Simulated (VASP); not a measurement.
Input of a VASP 6.6.1 run:

The input INCAR:

```
SYSTEM = Be
PREC = Accurate
ENCUT = 520
EDIFF = 1E-7
ISMEAR = -1
SIGMA = 0.1
LREAL = .False.
LASPH = .True.
NELM = 60
ALGO = Normal
ISIF = 2
LWAVE = .False.
LCHARG = .False.
GGA = CA
NBANDS = 10
```

The input KPOINTS:

```
Automatic mesh
0
Gamma
  12 12 16
  0 0 0
```

Contents of POSCAR:

```
Be
1.0
    3.6105280328      0.0000000000      0.0000000000
   -1.8052640164      3.1268089975      0.0000000000
    0.0000000000      0.0000000000      2.2047489295
Be
3
Direct
    1.0000000000      1.0000000000      1.0000000000
    0.3333333333      0.6666666667      0.5000000000
    0.6666666667      0.3333333333      0.5000000000
```

Potentials or basis: VASP PAW LDA potentials, release 64 (Be).

Launch:

```console
$ cat potpaw_LDA.64/Be/POTCAR > POTCAR
$ mpirun -np 1 vasp_std > vasp.out
```

(1) Estimate the band gap on the k mesh.

(2) Predict the pressure.

Answers

(1) zero (band 3 reaches 10.60 eV, above the bottom of band 4 at 5.98 eV).

(2) -8.0 GPa.
